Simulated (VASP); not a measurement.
Set up this calculation in VASP 6.6.1, as the native input.

```yaml
Task: single point
Functional: PBE
Potentials_or_basis: VASP PAW PBE potentials, release 64 (Zr_sv, Si, O)
Cutoff: 520 eV
k_mesh: 6 × 6 × 6
Occupations: gaussian, width 0.01 eV
Spin: no spin polarisation
Dipole_correction: no
Further_INCAR_settings: ALGO = Normal; EDIFF = 1e-06; NBANDS = 56
```

The structure of Zr3SiO8 lies in POSCAR:

```
Zr3SiO8
1.0
    5.0587418807      0.0000000000      0.0000000000
    0.0000000000      5.0587418807      0.0000000000
    0.0000000000      0.0000000000      5.0587418807
Zr Si O
3 1 8
Direct
    0.5000000000      0.0000000000      0.0000000000
    0.0000000000      0.5000000000      0.0000000000
    0.0000000000      0.0000000000      0.5000000000
    0.5000000000      0.5000000000      0.5000000000
    0.8048784978      0.1951215022      0.1951215022
    0.1951215022      0.8048784978      0.1951215022
    0.6924783295      0.3075216705      0.6924783295
    0.3075216705      0.6924783295      0.6924783295
    0.6924783295      0.6924783295      0.3075216705
    0.3075216705      0.3075216705      0.3075216705
    0.8048784978      0.8048784978      0.8048784978
    0.1951215022      0.1951215022      0.8048784978
```

The input as run:

INCAR

```
ALGO     = Normal         # electronic algorithm
EDIFF    = 1E-6           # SCF threshold, eV
ENCUT    = 520            # plane-wave cutoff, eV
GGA      = PE             # functional
ISIF     = 2              # what is computed and relaxed
ISMEAR   = 0              # smearing method
LASPH    = T              # aspherical terms in the spheres
LCHARG   = T              # write CHGCAR
LELF     = T              # ELF
LREAL    = F              # projectors in reciprocal space
LVHAR    = T            
LWAVE    = F              # write WAVECAR
NBANDS   = 56             # bands
NELM     = 80             # most SCF steps
PREC     = Accurate       # precision mode
SIGMA    = 0.01           # smearing width, eV
```

KPOINTS

```
k-points
0
Gamma
  6 6 6
```

Potentials or basis: VASP PAW PBE potentials, release 64 (Zr_sv, Si, O).

The run is started by

```bash
$ cat potpaw_PBE.64/Zr_sv/POTCAR potpaw_PBE.64/Si/POTCAR potpaw_PBE.64/O/POTCAR > POTCAR
$ mpirun -np 1 vasp_std > vasp.out
```

Results of the run:

- Pressure: 0.3 GPa
- Largest force: 0.033 eV/Å
- Band gap on the k mesh: 3.85 eV (least direct gap 3.88 eV)

Run time: 2.1 min on 1 thread of Intel(R) Xeon(R) Platinum 8488C (Sapphire Rapids), on a shared host, peak memory 0.3 GiB.
